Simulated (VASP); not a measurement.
# CuNi2 (P-62m) in VASP: relaxation of cell and atoms with PBE

Aim: the relaxation of cell and atoms of CuNi2 with PBE.

Program: VASP 6.6.1. These are calculated values, not measurements. Logs are shortened: lines on timing, memory, paths and dates and some standing lists are left out, and cuts for length are marked.

## (1) The cell of the first run

It takes space group P-62m (No. 189, hexagonal). Conventional cell: a = 4.366 Å, b = 4.366 Å, c = 3.983 Å, α = 90.00°, β = 90.00°, γ = 120.00°. Cu (site symmetry -6) has 9 Ni at 2.47 to 2.52 Å and 3 Cu at 2.52 Å within 3.3 Å. Ni (site symmetry -62m) has 6 Ni at 2.47 Å and 6 Cu at 2.52 Å within 3.3 Å. Ni (site symmetry m2m) has 4 Cu at 2.47 Å and 8 Ni at 2.47 to 2.52 Å within 3.3 Å.

## (2) Relaxation of cell and atoms, PBE, collinear spin, ferromagnetic start

INCAR

```
SYSTEM = CuNi2
  ALGO = Fast
  EDIFF = 1E-6
  EDIFFG = -0.04
  ENCUT = 600
  GGA = PE
  IBRION = 2
  ISIF = 3
  ISMEAR = 0
  ISPIN = 2
  LASPH = .TRUE.
  LCHARG = .FALSE.
  LMAXMIX = 4
  LORBIT = 11
  LREAL = .FALSE.
  LWAVE = .FALSE.
  MAGMOM = 0 0 2 2 2 2
  NELM = 150
  NSW = 90
  PREC = Accurate
  SIGMA = 0.1
```

KPOINTS

```
k-points
0
G
  6 6 4
  0 0 0
```

POSCAR

```
CuNi2
1.0
    4.3659707900      0.0000000000      0.0000000000
   -2.1829853900      3.7810416200      0.0000000000
    0.0000000000      0.0000000000      3.9825327900
Cu Ni
2 4
Direct
    0.6666666700      0.3333333300      0.0000000000
    0.3333333300      0.6666666700      0.0000000000
    0.0000000000      0.0000000000      0.0000000000
    0.0000000000      0.3333333300      0.5000000000
    0.6666666700      0.6666666700      0.5000000000
    0.3333333300      0.0000000000      0.5000000000
```

Potentials or basis: VASP PAW PBE potentials, release 64 (Cu, Ni).

Started as:

```console
$ cat potpaw_PBE.64/Cu/POTCAR potpaw_PBE.64/Ni/POTCAR > POTCAR
$ mpirun -np 1 vasp_std > vasp.out
```

OUTCAR:

```text
SYSTEM = CuNi2
   EDIFF = 1E-6
   EDIFFG = -0.04
   ENCUT = 600
   GGA = PE
   IBRION = 2
   ISIF = 3
   ISMEAR = 0
   ISPIN = 2
   LASPH = .TRUE.
   LORBIT = 11
   LREAL = .FALSE.
   NELM = 150
   NSW = 90
   PREC = Accurate

 ion  position               nearest neighbor table
   1  0.667  0.333  0.000-   4 2.47   4 2.47   6 2.47   6 2.47   5 2.47   5 2.47   3 2.52   2 2.52
                             2 2.52   3 2.52   3 2.52   2 2.52
   2  0.333  0.667  0.000-   6 2.47   6 2.47   4 2.47   4 2.47   5 2.47   5 2.47   3 2.52   1 2.52
                             1 2.52   3 2.52   3 2.52   1 2.52
   3  0.000  0.000  0.000-   6 2.47   6 2.47   4 2.47   4 2.47   5 2.47   5 2.47   1 2.52   2 2.52
                             1 2.52   2 2.52   1 2.52   2 2.52
   4  0.000  0.333  0.500-   1 2.47   1 2.47   3 2.47   3 2.47   2 2.47   2 2.47   6 2.52   5 2.52
                             5 2.52   5 2.52   6 2.52   6 2.52
   5  0.667  0.667  0.500-   3 2.47   3 2.47   2 2.47   2 2.47   1 2.47   1 2.47   6 2.52   4 2.52
                             6 2.52   4 2.52   4 2.52   6 2.52
   6  0.333  0.000  0.500-   3 2.47   3 2.47   2 2.47   2 2.47   1 2.47   1 2.47   4 2.52   5 2.52
                             5 2.52   4 2.52   4 2.52   5 2.52

  LATTYP: Found a hexagonal cell.
 ALAT       =     4.3659707900
 C/A-ratio  =     0.9121757752

  Lattice vectors:

 A1 = (   4.3659707900,   0.0000000000,   0.0000000000)
 A2 = (  -2.1829853900,   3.7810416200,   0.0000000000)
 A3 = (   0.0000000000,   0.0000000000,   3.9825327900)

Analysis of symmetry for initial positions (statically):
=====================================================================
 Subroutine PRICEL returns:
 Original cell was already a primitive cell.

 Routine SETGRP: Setting up the symmetry group for a
 hexagonal supercell.

 Subroutine GETGRP returns: Found 12 space group operations
 (whereof 12 operations were pure point group operations)
 out of a pool of 24 trial point group operations.

The static configuration has the point symmetry D_3h.

Analysis of symmetry for dynamics (positions and initial velocities):
=====================================================================
 Subroutine PRICEL returns:
 Original cell was already a primitive cell.

 Routine SETGRP: Setting up the symmetry group for a
 hexagonal supercell.

 Subroutine GETGRP returns: Found 12 space group operations
 (whereof 12 operations were pure point group operations)
 out of a pool of 24 trial point group operations.

The dynamic configuration has the point symmetry D_3h.

Analysis of structural, dynamic, and magnetic symmetry:
=====================================================================
 Subroutine PRICEL returns:
 Original cell was already a primitive cell.
[... 137 lines left out ...]
   GGA     = PE    functional components
   LHFCALC =     F    Hartree Fock is set to
   AEXX    =    0.0000 exact exchange contribution
   IVDW    =     0    specifies the selected vdW correction
   LEPSILON=     F    determine dielectric tensor
   LRPA    =     F    only Hartree local field effects (RPA)
 conjugate gradient relaxation of ions
 spin polarized calculation
 RMM-DIIS sequential band-by-band and
 Gauss-broadening in eV      SIGMA  =   0.10
  energy-cutoff  :      600.00
  volume of cell :       65.74
 maximum number of plane-waves:      2216
 NGX is ok and might be reduce to    36
   NGX = 17   NGY = 17   NGZ = 15

--------------------------------------- Ionic step        1  -------------------------------------------

 number of electron      61.9999979 magnetization       1.6096548

 Free energy of the ion-electron system (eV)
  ---------------------------------------------------
  ext. energy  EPLUGINS =         0.00000000
  ---------------------------------------------------
  free energy    TOTEN  =       -28.96704348 eV

  energy without entropy =      -28.91485407  energy(sigma->0) =      -28.94094878

------------------------ aborting loop because EDIFF is reached ----------------------------------------

  FORCE on cell =-STRESS in cart. coord.  units (eV):
  Direction    XX          YY          ZZ          XY          YZ          ZX
  --------------------------------------------------------------------------------------
  -------------------------------------------------------------------------------------
  Total        0.5990168      0.5990168      4.8119023      0.0000000      0.0000000     -0.0000000
  in kB       14.5981532     14.5981533    117.2669794      0.0000000      0.0000000     -0.0000000
  external PRESSURE =      48.8210953 kB  Pullay stress =       0.0000000 kB
[... 187 lines left out ...]
--------------------------------------- Ionic step        6  -------------------------------------------

 number of electron      62.0000032 magnetization       1.6023982

 Free energy of the ion-electron system (eV)
  ---------------------------------------------------
  ext. energy  EPLUGINS =         0.00000000
  ---------------------------------------------------
  free energy    TOTEN  =       -29.06546649 eV

  energy without entropy =      -29.01744960  energy(sigma->0) =      -29.04145805

 E-fermi :   8.4959     XC(G=0): -13.0481

 val. band max:        8.4937579049   @ k =   0.1667   0.0000   0.2500
 cond. band min:       8.4974974522   @ k =   0.5000   0.0000   0.5000
 fundamental gap:      0.0037395473
 Fermi energy:         8.4958502025

 spin component 1

 k-point     1 :       0.0000    0.0000    0.0000
  band No.  band energies     occupation
      1      -0.4135      1.00000
      2       3.8474      1.00000
      3       4.8369      1.00000
      4       4.8369      1.00000
      5       4.9331      1.00000
      6       4.9331      1.00000
[... 913 lines left out ...]
     40      19.1431      0.00000
     41      19.2719      0.00000
 Fermi energy:         8.4958502025

 spin component 2

 k-point     1 :       0.0000    0.0000    0.0000
  band No.  band energies     occupation
      1      -0.4379      1.00000
      2       3.9693      1.00000
      3       4.9648      1.00000
      4       4.9648      1.00000
      5       5.0159      1.00000
      6       5.0159      1.00000
[... 946 lines left out ...]
  FREE ENERGIE OF THE ION-ELECTRON SYSTEM (eV)
  ---------------------------------------------------
  free  energy   TOTEN  =       -29.0654664943 eV

  energy  without entropy=      -29.0174496036  energy(sigma->0) =      -29.04145805

 reached required accuracy - stopping structural energy minimisation

 total charge

# of ion       s       p       d       tot
------------------------------------------
    1        0.463   0.419   9.166  10.048
    2        0.463   0.419   9.166  10.048
    3        0.469   0.456   8.357   9.282
    4        0.480   0.457   8.334   9.271
    5        0.480   0.457   8.334   9.271
    6        0.480   0.457   8.334   9.271
--------------------------------------------------
tot          2.836   2.665  51.690  57.192

 magnetization (x)

# of ion       s       p       d       tot
------------------------------------------
    1       -0.002  -0.012   0.017   0.002
    2       -0.002  -0.012   0.017   0.002
    3       -0.001  -0.011   0.370   0.358
    4       -0.004  -0.014   0.449   0.431
    5       -0.004  -0.014   0.449   0.431
    6       -0.004  -0.014   0.449   0.431
--------------------------------------------------
tot         -0.019  -0.077   1.751   1.655
```

CONTCAR:

```text
CuNi2
   1.00000000000000
     4.3344133766602573   -0.0000000000424890    0.0000000000000000
    -2.1672066834030650    3.7537120983105550   -0.0000000000000000
     0.0000000000000000    0.0000000000000000    4.1390419864826224
  Cu              Ni
     2     4
Direct
     0.6666666699999979    0.3333333300000021    1.0000000000000000
     0.3333333300000021    0.6666666699999979    1.0000000000000000
     0.0000000000000000    0.0000000000000000    1.0000000000000000
     0.9999999999999983    0.3282239439432947    0.5000000000000000
     0.6717760560567063    0.6717760560567066    0.5000000000000000
     0.3282239439432951    0.9999999999999987    0.5000000000000000

  0.00000000E+00  0.00000000E+00  0.00000000E+00
  0.00000000E+00  0.00000000E+00  0.00000000E+00
  0.00000000E+00  0.00000000E+00  0.00000000E+00
  0.00000000E+00  0.00000000E+00  0.00000000E+00
  0.00000000E+00  0.00000000E+00  0.00000000E+00
  0.00000000E+00  0.00000000E+00  0.00000000E+00
```

Wall time 20 min (1 thread of Intel Xeon 8259CL, shared host); peak memory 0.29 GiB.

What came out:

```yaml
Free_energy: -29.0655 eV
Relaxed_volume: 11.22 Å³/atom
Relaxed_cell: a = 4.334 Å, b = 4.334 Å, c = 4.139 Å, α = 90.00°, β = 90.00°, γ = 120.00°
Space_group_after_relaxing_to_0.1_Å: P-62m (No. 189)
Energy_gained_by_relaxing: 16.4 meV/atom
Ionic_steps: 6
Pressure_after_relaxing: 0.1 GPa
Largest_force_after_relaxing: 0.028 eV/Å
Net_moment: 1.60 μB per cell
Site_moments: Cu +0.00; Ni +0.36, +0.43 (each value once) μB
Valence_electrons_inside_the_program's_atomic_spheres: Cu 10.05; Ni 9.28, 9.27 (each value once)
```

Forces on the atoms (eV/Å):
```
Cu   0.000  0.000  0.000
Cu   0.000  0.000  0.000
Ni   0.000  0.000  0.000
Ni   0.014 -0.024  0.000
Ni   0.014  0.024  0.000
Ni  -0.028  0.000  0.000
```

The path:
| step | energy change (eV) | largest force (eV/Å) | pressure (GPa) | volume (Å³) |
| --- | --- | --- | --- | --- |
| 1 | 0.0000 | 0.2598 | 4.88 | 65.74 |
| 2 | -0.0716 | 0.1402 | -3.84 | 68.95 |
| 3 | -0.0766 | 0.1663 | -2.21 | 68.25 |
| 4 | -0.0981 | 0.0532 | -0.05 | 67.41 |
| 5 | -0.0981 | 0.0491 | -0.10 | 67.39 |
| 6 | -0.0984 | 0.0282 | 0.07 | 67.34 |

Final structure:
```
Cu Ni
1.0
     4.33441    0.00000    0.00000
    -2.16721    3.75371    0.00000
     0.00000    0.00000    4.13904
Cu Ni
2 4
Direct
  0.66667 0.33333 0.00000
  0.33333 0.66667 0.00000
  0.00000 0.00000 0.00000
  0.00000 0.32822 0.50000
  0.67178 0.67178 0.50000
  0.32822 0.00000 0.50000
```

Caveat: the k points lie up to 0.38 Å⁻¹ apart in the final cell.
